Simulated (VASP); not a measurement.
# NaScSe2 (P4/nmm) in VASP: notebook

Runs on NaScSe2. Level: PBE. Tasks: single point.

Everything below comes from runs of VASP 6.6.1. Logs are shortened: lines on timing, memory, paths and dates and some standing lists are left out, and cuts for length are marked.

**1. The cell of the first run**

It takes space group P4/nmm (No. 129, tetragonal). The conventional cell has a = 3.931 Å, b = 3.931 Å, c = 11.461 Å, α = 90.00°, β = 90.00°, γ = 90.00°. Na (site symmetry 4mm) has 6 Se at 2.82 to 3.24 Å and 8 Na at 3.78 to 3.93 Å and 4 Sc at 3.99 Å within 4.0 Å. Se (site symmetry 4mm) has 1 Sc at 2.40 Å and 5 Na at 2.82 to 3.02 Å within 3.2 Å. Within 3.7 Å of Se (site symmetry 4mm) lie 5 Sc at 2.80 to 2.81 Å and 1 Na at 3.24 Å and 4 Se at 3.69 Å. Sc (site symmetry 4mm) has 6 Se at 2.40 to 2.81 Å within 3.2 Å.

**2. Single point, PBE (22.14 Å³/atom)**

The input, INCAR:

```
ALGO     = Normal         # electronic algorithm
EDIFF    = 1E-6           # SCF threshold, eV
ENCUT    = 520            # plane-wave cutoff, eV
GGA      = PE             # functional
ISIF     = 2              # what is computed and relaxed
ISMEAR   = 0              # smearing method
LASPH    = True           # aspherical terms in the spheres
LCHARG   = True           # write CHGCAR
LELF     = True           # ELF
LREAL    = False          # projectors in reciprocal space
LVHAR    = True         
LWAVE    = False          # write WAVECAR
NBANDS   = 40             # bands
NELM     = 100            # most SCF steps
PREC     = Accurate       # precision mode
SIGMA    = 0.01           # smearing width, eV
```

The input, KPOINTS:

```
k-points
0
Gamma
  6 6 2
```

The input, POSCAR:

```
NaScSe2
1.0
    3.9307896942      0.0000000000      0.0000000000
    0.0000000000      3.9307896942      0.0000000000
    0.0000000000      0.0000000000     11.4607716832
Na Se Sc
2 4 2
Direct
    0.5000000000      0.0000000000      0.8880275789
    0.0000000000      0.5000000000      0.1119724211
    0.5000000000      0.0000000000      0.1513099164
    0.0000000000      0.5000000000      0.3944215366
    0.5000000000      0.0000000000      0.6055784634
    0.0000000000      0.5000000000      0.8486900836
    0.5000000000      0.0000000000      0.3611484998
    0.0000000000      0.5000000000      0.6388515002
```

Potentials or basis: VASP PAW PBE potentials, release 64 (Na_pv, Se, Sc_sv).

Command:

```console
$ cat potpaw_PBE.64/Na_pv/POTCAR potpaw_PBE.64/Se/POTCAR potpaw_PBE.64/Sc_sv/POTCAR > POTCAR
$ mpirun -np 1 vasp_std > vasp.out
```

OUTCAR:

```text
EDIFF = 1E-6
   ENCUT = 520
   GGA = PE
   ISIF = 2
   ISMEAR = 0
   LASPH = True
   LREAL = False
   NELM = 100
   PREC = Accurate

 ion  position               nearest neighbor table
   1  0.500  0.000  0.888-
   2  0.000  0.500  0.112-
   3  0.500  0.000  0.151-   7 2.40
   4  0.000  0.500  0.394-   8 2.80   7 2.81   7 2.81   7 2.81   7 2.81
   5  0.500  0.000  0.606-   7 2.80   8 2.81   8 2.81   8 2.81   8 2.81
   6  0.000  0.500  0.849-   8 2.40
   7  0.500  0.000  0.361-   3 2.40   5 2.80   4 2.81   4 2.81   4 2.81   4 2.81
   8  0.000  0.500  0.639-   6 2.40   4 2.80   5 2.81   5 2.81   5 2.81   5 2.81

  LATTYP: Found a simple tetragonal cell.
 ALAT       =     3.9307896942
 C/A-ratio  =     2.9156410225

  Lattice vectors:

 A1 = (   3.9307896942,   0.0000000000,   0.0000000000)
 A2 = (   0.0000000000,   3.9307896942,   0.0000000000)
 A3 = (   0.0000000000,   0.0000000000,  11.4607716832)

Analysis of symmetry for initial positions (statically):
=====================================================================
 Subroutine PRICEL returns:
 Original cell was already a primitive cell.

 Routine SETGRP: Setting up the symmetry group for a
 simple tetragonal supercell.

 Subroutine GETGRP returns: Found 16 space group operations
 (whereof  8 operations were pure point group operations)
 out of a pool of 16 trial point group operations.

The static configuration has the point symmetry D_2d.
 The point group associated with its full space group is D_4h.

Analysis of symmetry for dynamics (positions and initial velocities):
=====================================================================
 Subroutine PRICEL returns:
 Original cell was already a primitive cell.

 Routine SETGRP: Setting up the symmetry group for a
 simple tetragonal supercell.

 Subroutine GETGRP returns: Found 16 space group operations
 (whereof  8 operations were pure point group operations)
 out of a pool of 16 trial point group operations.

The dynamic configuration has the point symmetry D_2d.
 The point group associated with its full space group is D_4h.

 Subroutine INISYM returns: Found 16 space group operations
 (whereof  8 operations are pure point group operations),
 and found     1 'primitive' translations

----------------------------------------------------------------------------------------

                                     Primitive cell

  volume of cell :     177.0816

  direct lattice vectors                    reciprocal lattice vectors
     3.930789694  0.000000000  0.000000000     0.254401807  0.000000000  0.000000000
     0.000000000  3.930789694  0.000000000     0.000000000  0.254401807  0.000000000
     0.000000000  0.000000000 11.460771683     0.000000000  0.000000000  0.087254159

  length of vectors
     3.930789694  3.930789694 11.460771683     0.254401807  0.254401807  0.087254159

  position of ions in fractional coordinates (direct lattice)
     0.500000000  0.000000000  0.888027579
     0.000000000  0.500000000  0.111972421
     0.500000000  0.000000000  0.151309916
     0.000000000  0.500000000  0.394421537
     0.500000000  0.000000000  0.605578463
     0.000000000  0.500000000  0.848690084
     0.500000000  0.000000000  0.361148500
     0.000000000  0.500000000  0.638851500

  ion indices of the primitive-cell ions
   primitive index   ion index
                 1           1
                 2           2
                 3           3
                 4           4
                 5           5
                 6           6
                 7           7
                 8           8

----------------------------------------------------------------------------------------

 KPOINTS: k-points

Automatic generation of k-mesh.
 Grid dimensions read from file:
 generate k-points for:    6    6    2

 Generating k-lattice:

  Cartesian coordinates                     Fractional coordinates (reciprocal lattice)
     0.042400301  0.000000000  0.000000000     0.166666667  0.000000000  0.000000000
     0.000000000  0.042400301  0.000000000     0.000000000  0.166666667  0.000000000
     0.000000000  0.000000000  0.043627080     0.000000000  0.000000000  0.500000000

  Length of vectors
     0.042400301  0.042400301  0.043627080

  Shift w.r.t. Gamma in fractional coordinates (k-lattice)
     0.000000000  0.000000000  0.000000000

 Subroutine IBZKPT returns following result:
 ===========================================

 Found     20 irreducible k-points:

 Following reciprocal coordinates:
            Coordinates               Weight
  0.000000  0.000000  0.000000      1.000000
  0.166667  0.000000  0.000000      4.000000
  0.333333  0.000000  0.000000      4.000000
  0.500000  0.000000  0.000000      2.000000
  0.166667  0.166667  0.000000      4.000000
  0.333333  0.166667  0.000000      8.000000
[... 12 lines left out ...]
  0.500000  0.333333  0.500000      4.000000
  0.500000  0.500000  0.500000      1.000000
   k-points           NKPTS =     20   k-points in BZ     NKDIM =     20   number of bands    NBANDS=     40
   number of dos      NEDOS =    301   number of ions     NIONS =      8
   total plane-waves  NPLWV =  81000
   dimension x,y,z NGX =    30 NGY =   30 NGZ =   90
   dimension x,y,z NGXF=    60 NGYF=   60 NGZF=  180
   ions per type =               2   4   2
   NGX,Y,Z   is equivalent  to a cutoff of  12.69, 12.69, 13.06 a.u.
   NGXF,Y,Z  is equivalent  to a cutoff of  25.38, 25.38, 26.11 a.u.
 SYSTEM =  unknown system
   PREC   = accura    normal or accurate (medium, high low for compatibility)
   ISTART =      0    job   : 0-new  1-cont  2-samecut
   ICHARG =      2    charge: 1-file 2-atom 10-const
   ISPIN  =      1    spin polarized calculation?
   LNONCOLLINEAR =      F non collinear calculations
   LSORBIT =      F    spin-orbit coupling
   LASPH  =      T    aspherical Exc in radial PAW
   ENCUT  =  520.0 eV  38.22 Ry    6.18 a.u.   7.31  7.31 21.31*2*pi/ulx,y,z
   NELM   =    100;   NELMIN=  2; NELMDL= -5     # of ELM steps
   EDIFF  = 0.1E-05   stopping-criterion for ELM
   LREAL  =      F    real-space projection
   EDIFFG = 0.1E-04   stopping-criterion for IOM
   NSW    =      0    number of steps for IOM
   IBRION =     -1    ionic relax: 0-MD 1-quasi-New 2-CG
   NFREE  =      0    steps in history (QN), initial steepest desc. (CG)
   ISIF   =      2    stress and relaxation
   ISYM   =      2    0-nonsym 1-usesym 2-fastsym
   POTIM  = 0.5000    time-step for ionic-motion
   TEBEG  =    0.0;   TEEND  =   0.0 temperature during run
   PSTRESS=    0.0 pullay stress
   NELECT =      60.0000    total number of electrons
   NUPDOWN=      -1.0000    fix difference up-down
   EMIN   =  10.00;   EMAX   =-10.00  energy-range for DOS
   EFERMI =   0.00;   METHOD = LEGACY
   ISMEAR =     0;   SIGMA  =   0.01  broadening in eV -4-tet -1-fermi 0-gaus
   EFERMI_NEDOS =   21; number of points for ismear=-14 and -15
   IALGO  =     38    algorithm
   IMIX   =      4    mixing-type and parameters
     AMIX     =   0.40;   BMIX     =  1.00
     AMIX_MAG =   1.60;   BMIX_MAG =  1.00
  volume/ion in A,a.u.               =      22.14       149.38
  Fermi-wavevector in a.u.,A,eV,Ry     =   1.141302  2.156749 17.722559  1.302571
  Thomas-Fermi vector in A             =   2.278003
   LORBIT       =      0    0 simple, 1 ext, 2 COOP (PROOUT), +10 PAW based schemes
   GGA     = PE    functional components
   LHFCALC =     F    Hartree Fock is set to
   AEXX    =    0.0000 exact exchange contribution
   IVDW    =     0    specifies the selected vdW correction
   LEPSILON=     F    determine dielectric tensor
   LRPA    =     F    only Hartree local field effects (RPA)
 non-spin polarized calculation
 Gauss-broadening in eV      SIGMA  =   0.01
  energy-cutoff  :      520.00
  volume of cell :      177.08
 maximum number of plane-waves:      4795
 NGX is ok and might be reduce to    30
   NGX = 15   NGY = 15   NGZ = 43

 number of electron      60.0000016 magnetization

 Free energy of the ion-electron system (eV)
  ---------------------------------------------------
  ext. energy  EPLUGINS =         0.00000000
  ---------------------------------------------------
  free energy    TOTEN  =       -40.35781408 eV

  energy without entropy =      -40.35781408  energy(sigma->0) =      -40.35781408

 E-fermi :   2.8218     XC(G=0):  -9.3837

 val. band max:        2.7750629730   @ k =   0.0000   0.0000   0.0000
 cond. band min:       2.8748632772   @ k =   0.0000   0.0000   0.0000
 fundamental gap:      0.0998003043
 Fermi energy:         2.8217530323

 k-point     1 :       0.0000    0.0000    0.0000
  band No.  band energies     occupation
      1     -46.8152      2.00000
      2     -46.8137      2.00000
      3     -25.4948      2.00000
      4     -25.4948      2.00000
      5     -25.4895      2.00000
      6     -25.4895      2.00000
[... 32 lines left out ...]
     39       5.7052      0.00000
     40       5.8334      0.00000

 k-point     2 :       0.1667    0.0000    0.0000
  band No.  band energies     occupation
      1     -46.8146      2.00000
      2     -46.8134      2.00000
      3     -25.5045      2.00000
      4     -25.5000      2.00000
      5     -25.4930      2.00000
      6     -25.4885      2.00000
[... 32 lines left out ...]
     39       6.1539      0.00000
     40       6.3041      0.00000

 k-point     3 :       0.3333    0.0000    0.0000
  band No.  band energies     occupation
      1     -46.8135      2.00000
      2     -46.8127      2.00000
      3     -25.5235      2.00000
      4     -25.5211      2.00000
      5     -25.4893      2.00000
      6     -25.4866      2.00000
[... 32 lines left out ...]
     39       6.7133      0.00000
     40       6.9578      0.00000

 k-point     4 :       0.5000    0.0000    0.0000
  band No.  band energies     occupation
      1     -46.8126      2.00000
      2     -46.8126      2.00000
      3     -25.5323      2.00000
      4     -25.5323      2.00000
      5     -25.4866      2.00000
      6     -25.4866      2.00000
[... 32 lines left out ...]
     39       7.5059      0.00000
     40       7.5610      0.00000
[... 600 lines left out ...]
     39       6.6267      0.00000
     40       6.8150      0.00000

 k-point    19 :       0.5000    0.3333    0.5000
  band No.  band energies     occupation
      1     -46.8113      2.00000
      2     -46.8113      2.00000
      3     -25.5259      2.00000
      4     -25.5259      2.00000
      5     -25.5126      2.00000
      6     -25.5126      2.00000
[... 32 lines left out ...]
     39       6.2264      0.00000
     40       6.2264      0.00000

 k-point    20 :       0.5000    0.5000    0.5000
  band No.  band energies     occupation
      1     -46.8108      2.00000
      2     -46.8108      2.00000
      3     -25.5264      2.00000
      4     -25.5264      2.00000
      5     -25.5185      2.00000
      6     -25.5185      2.00000
[... 32 lines left out ...]
     39       5.7983      0.00000
     40       5.7983      0.00000

------------------------ aborting loop because EDIFF is reached ----------------------------------------

  FORCE on cell =-STRESS in cart. coord.  units (eV):
  Direction    XX          YY          ZZ          XY          YZ          ZX
  --------------------------------------------------------------------------------------
  -------------------------------------------------------------------------------------
  Total        3.7423597      3.7423597      5.4798096      0.0000000     -0.0000000      0.0000000
  in kB       33.8596631     33.8596631     49.5795488      0.0000000     -0.0000000      0.0000000
  external PRESSURE =      39.0996250 kB  Pullay stress =       0.0000000 kB

 VOLUME and BASIS-vectors are now :
 -----------------------------------------------------------------------------
  energy-cutoff  :      520.00
  volume of cell :      177.08
      direct lattice vectors                 reciprocal lattice vectors
     3.930789694  0.000000000  0.000000000     0.254401807  0.000000000  0.000000000
     0.000000000  3.930789694  0.000000000     0.000000000  0.254401807  0.000000000
     0.000000000  0.000000000 11.460771683     0.000000000  0.000000000  0.087254159

 POSITION                                       TOTAL-FORCE (eV/Angst)
 -----------------------------------------------------------------------------------
      1.96539      0.00000     10.17748        -0.000000      0.000000      0.046244
      0.00000      1.96539      1.28329         0.000000      0.000000     -0.046244
      1.96539      0.00000      1.73413         0.000000      0.000000     -0.528326
      0.00000      1.96539      4.52038         0.000000      0.000000     -0.139042
      1.96539      0.00000      6.94040        -0.000000      0.000000      0.139042
      0.00000      1.96539      9.72664        -0.000000     -0.000000      0.528326
      1.96539      0.00000      4.13904        -0.000000      0.000000      0.311572
      0.00000      1.96539      7.32173         0.000000      0.000000     -0.311572
 -----------------------------------------------------------------------------------
    total drift:                                0.000000      0.000000      0.000000

  FREE ENERGIE OF THE ION-ELECTRON SYSTEM (eV)
  ---------------------------------------------------
  free  energy   TOTEN  =       -40.3578140783 eV

  energy  without entropy=      -40.3578140783  energy(sigma->0) =      -40.35781408
```

Run time: 4.4 min. Hardware: 1 thread of Intel Xeon 8259CL, shared host; peak memory 0.34 GiB.

What came out:

```yaml
Free_energy: -40.3578 eV
Pressure: 3.9 GPa
Largest_force: 0.528 eV/Å
Band_gap_on_the_k_mesh: 0.10 eV
```

Forces on the atoms (eV/Å):
```
Na   0.000  0.000  0.046
Na   0.000  0.000 -0.046
Se   0.000  0.000 -0.528
Se   0.000  0.000 -0.139
Se   0.000  0.000  0.139
Se   0.000  0.000  0.528
Sc   0.000  0.000  0.312
Sc   0.000  0.000 -0.312
```

Levels at points of the mesh, in eV from the valence-band top:
```csv
k point,band 28,band 29,band 30,band 31,band 32,band 33
"(0.00, 0.00, 0.00)",-0.28,0.00,0.00,0.10,0.63,1.66
"(0.50, 0.00, 0.00)",-1.39,-0.03,-0.03,2.48,2.48,2.55
"(0.50, 0.50, 0.00)",-1.43,-1.08,-1.08,1.67,1.67,2.49
"(0.00, 0.00, 0.50)",-0.17,-0.17,-0.17,0.10,0.63,1.66
"(0.50, 0.00, 0.50)",-0.97,-0.03,-0.03,2.33,2.33,2.55
"(0.50, 0.50, 0.50)",-1.73,-1.15,-1.15,2.00,2.00,2.21
```

Caveat: the cell stands under pressure. A k mesh can miss the band edges.

**3. Single point, PBE (22.84 Å³/atom)**

This run uses another cell than the first one, of 22.84 Å³/atom.

The input, INCAR:

```
ALGO = Normal
EDIFF = 1E-7
ENCUT = 520
GGA = PE
ISIF = 2
ISMEAR = 0
LASPH = True
LCHARG = False
LREAL = False
LWAVE = False
NBANDS = 40
NELM = 100
PREC = Accurate
SIGMA = 0.01
```

KPOINTS is that of step 2.

Changes to POSCAR since step 2:

```diff
@@ -2,5 +2,5 @@
 1.0
-    3.9307896942      0.0000000000      0.0000000000
-    0.0000000000      3.9307896942      0.0000000000
-    0.0000000000      0.0000000000     11.4607716832
+    3.9721694687      0.0000000000      0.0000000000
+    0.0000000000      3.9721694687      0.0000000000
+    0.0000000000      0.0000000000     11.5814202512
 Na Se Sc
```

Potentials or basis: VASP PAW PBE potentials, release 64 (Na_pv, Se, Sc_sv).

Command:

```console
$ cat potpaw_PBE.64/Na_pv/POTCAR potpaw_PBE.64/Se/POTCAR potpaw_PBE.64/Sc_sv/POTCAR > POTCAR
$ mpirun -np 1 vasp_std > vasp.out
```

Run time: 4.7 min. Hardware: 1 thread of Intel Xeon 8259CL, shared host; peak memory 0.34 GiB.

Results (log left out):

- Free energy: -40.4596 eV
- Pressure: 1.9 GPa
- Largest force: 0.266 eV/Å
- Band gap on the k mesh: 0.15 eV

Forces in eV/Å, atoms in the order of the input:
```
Na   0.000  0.000  0.024
Na   0.000  0.000 -0.024
Se   0.000  0.000 -0.266
Se   0.000  0.000 -0.068
Se   0.000  0.000  0.068
Se   0.000  0.000  0.266
Sc   0.000  0.000  0.158
Sc   0.000  0.000 -0.158
```

Stress tensor (GPa, compression positive):
```
1.60 0.00 0.00
0.00 1.60 0.00
0.00 0.00 2.41
```

Levels at points of the mesh, in eV from the valence-band top:
```tsv
k point	band 27	band 28	band 29	band 30	band 31	band 32	band 33	band 34
(0.00, 0.00, 0.00)	-0.32	-0.31	0.00	0.00	0.15	0.65	1.61	1.79
(0.50, 0.00, 0.00)	-1.35	-1.35	-0.02	-0.02	2.39	2.39	2.47	2.47
(0.50, 0.50, 0.00)	-1.37	-1.37	-1.08	-1.08	1.67	1.67	2.42	2.42
(0.00, 0.00, 0.50)	-0.16	-0.16	-0.16	-0.16	0.15	0.65	1.61	1.79
(0.50, 0.00, 0.50)	-0.95	-0.95	-0.02	-0.02	2.26	2.26	2.46	2.46
(0.50, 0.50, 0.50)	-1.67	-1.67	-1.14	-1.14	1.97	1.97	2.16	2.16
```

A k mesh can miss the band edges.

(Part 1 of 2 ends here.)
